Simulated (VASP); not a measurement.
Wanted: the native input for a VASP 6.6.1 run.

| Quantity | Value |
| --- | --- |
| Task | single point |
| Functional | PBE |
| Potentials or basis | VASP PAW PBE potentials, release 64 (Co) |
| Cutoff | 520 eV |
| k mesh | 12 × 12 × 7 |
| Occupations | gaussian, width 0.015 eV |
| Spin | collinear spin, ferromagnetic start |
| Starting moments | [2.0, 2.0] μB |
| Dipole correction | no |
| Further INCAR settings | ALGO = Normal; EDIFF = 1e-07; NBANDS = 20 |

The structure of Co lies in POSCAR:

```
Co
1.0
    2.4719999032      0.0000000000      0.0000000000
   -1.2359999516      2.1408147143      0.0000000000
    0.0000000000      0.0000000000      4.0211440800
Co
2
Direct
    0.6666666667      0.3333333333      0.7500000000
    0.3333333333      0.6666666667      0.2500000000
```

The input as run:

INCAR

```
  PREC = Accurate
  ENCUT = 520
  EDIFF = 1E-7
  ISMEAR = 0
  SIGMA = 0.015
  LREAL = False
  LASPH = True
  NELM = 150
  ALGO = Normal
  ISIF = 2
  LWAVE = False
  LCHARG = False
  ISPIN = 2
  MAGMOM = 2 2
  LORBIT = 11
  LMAXMIX = 4
  GGA = PE
  NBANDS = 20
```

KPOINTS

```
Automatic mesh
0
Gamma
  12 12 7
```

Potentials or basis: VASP PAW PBE potentials, release 64 (Co).

Run with:

```bash
$ cat potpaw_PBE.64/Co/POTCAR > POTCAR
$ mpirun -np 1 vasp_std > vasp.out
```

It gave:

```
Pressure                                              : 4.0 GPa
Net moment                                            : 3.21 μB per cell
Site moments                                          : Co +1.62 μB
Valence electrons inside the program's atomic spheres : Co 8.31
```

Run time: 47 s on 1 thread of Intel(R) Xeon(R) Platinum 8488C (Sapphire Rapids), with other jobs on the host, peak memory 0.16 GiB.
